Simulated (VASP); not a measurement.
Set up this calculation in VASP 6.6.1, as the native input.

```
Task                   : relaxation of cell and atoms
Functional             : RPBE
Dispersion             : D4
Potentials or basis    : VASP PAW PBE potentials, release 64 (Hf_pv, C)
Cutoff                 : 600 eV
k mesh                 : 10 × 10 × 10
Occupations            : tetrahedron
Spin                   : no spin polarisation
Hubbard terms          : Hf d U = 3.0 eV
Dipole correction      : no
Further INCAR settings : ALGO = Normal; EDIFF = 1e-06; IBRION = 2; EDIFFG = -0.01; NSW = 60; ISIF = 3
```

The structure of HfC lies in POSCAR:

```
HfC
1.0
    0.0000000000      2.3250000000      2.3250000000
    2.3250000000      0.0000000000      2.3250000000
    2.3250000000      2.3250000000      0.0000000000
Hf C
1 1
Direct
    0.5000000000      0.5000000000      0.5000000000
    0.0000000000      0.0000000000      0.0000000000
```

One way to write it, as run:

INCAR

```
PREC = Accurate ; ENCUT = 600
EDIFF = 1E-6 ; ISMEAR = -5
SIGMA = 0.05 ; LREAL = F
LASPH = T ; NELM = 150
ALGO = Normal ; ISIF = 3
LWAVE = F ; LCHARG = F
LMAXMIX = 4 ; LDAU = T
LDAUTYPE = 2 ; LDAUL = 2 -1
LDAUU = 3 0 ; LDAUJ = 0 0
LDAUPRINT = 1 ; GGA = RP
IVDW = 13 ; IBRION = 2
NSW = 60 ; EDIFFG = -0.01
```

KPOINTS

```
Automatic mesh
0
Gamma
  10 10 10
```

Potentials or basis: VASP PAW PBE potentials, release 64 (Hf_pv, C).

The run is started by

```console
$ cat potpaw_PBE.64/Hf_pv/POTCAR potpaw_PBE.64/C/POTCAR > POTCAR
$ mpirun -np 1 vasp_std > vasp.out
```

Results of the run:

```json
{"Relaxed volume": "12.94 Å³/atom", "Relaxed cell": "a = 3.320 Å, b = 3.320 Å, c = 3.320 Å, α = 60.00°, β = 60.00°, γ = 60.00°", "Space group after relaxing (to 0.05 Å)": "Fm-3m (No. 225)", "Energy gained by relaxing": "7.9 meV/atom", "Ionic steps": "4", "Pressure after relaxing": "0.0 GPa", "Band gap on the k mesh": "zero (band 7 reaches 7.09 eV, above the bottom of band 8 at 5.74 eV)", "Dispersion energy per atom": "-0.453 eV"}
```

Caveat: the PAW data sets were made with another functional, which shifts forces and pressure a little; spin-orbit coupling is left out, which moves the levels of the heavy elements; U without spin polarisation on a metal has little footing; pairwise dispersion overbinds metals, which lowers pressure and volume; the U is typed as a test and isn't derived for this compound; tetrahedron occupations give inexact forces and stress in metals.

Run time: 68 s on 1 thread of AMD EPYC 7R43 64-Core Processor (Zen 3), on a shared host, peak memory 0.13 GiB.
